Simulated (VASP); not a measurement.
A run of VASP 6.6.1:

INCAR

```
PREC = Accurate
ENCUT = 600
EDIFF = 1E-6
ISMEAR = 0
SIGMA = 0.02
LREAL = False
LASPH = True
NELM = 100
ALGO = Normal
ISIF = 3
LWAVE = False
LCHARG = False
GGA = PE
IBRION = 2
NSW = 100
EDIFFG = -0.01
```

File KPOINTS:

```
Automatic mesh
0
Gamma
  6 6 4
```

Contents of POSCAR:

```
Al2InAs3
1.0
    4.1525237506      0.0000000000      0.0000000000
   -2.0762618753      3.5961910578      0.0000000000
    0.0000000000      0.0000000000     10.1814466042
Al In As
2 1 3
Direct
    0.3333333333      0.6666666667      0.6605927647
    0.6666666667      0.3333333333      0.3399834077
    0.0000000000      0.0000000000      0.9982323143
    0.0000000000      0.0000000000      0.7364786475
    0.3333333333      0.6666666667      0.4165338634
    0.6666666667      0.3333333333      0.0981790023
```

Potentials or basis: VASP PAW PBE potentials, release 64 (Al, In_d, As).

The run is started by

```sh
$ cat potpaw_PBE.64/Al/POTCAR potpaw_PBE.64/In_d/POTCAR potpaw_PBE.64/As/POTCAR > POTCAR
$ mpirun -np 1 vasp_std > vasp.out
```

Hardware: 1 thread of Intel(R) Xeon(R) 6975P-C (Granite Rapids), with other jobs on the host.

**Question.** Estimate the wall time of this run.

**Answer.** It took 93 s on 1 thread of Intel(R) Xeon(R) 6975P-C (Granite Rapids) (shared host), peak memory 0.38 GiB. Counts: scf iterations 29, k points 24, ion steps 3.
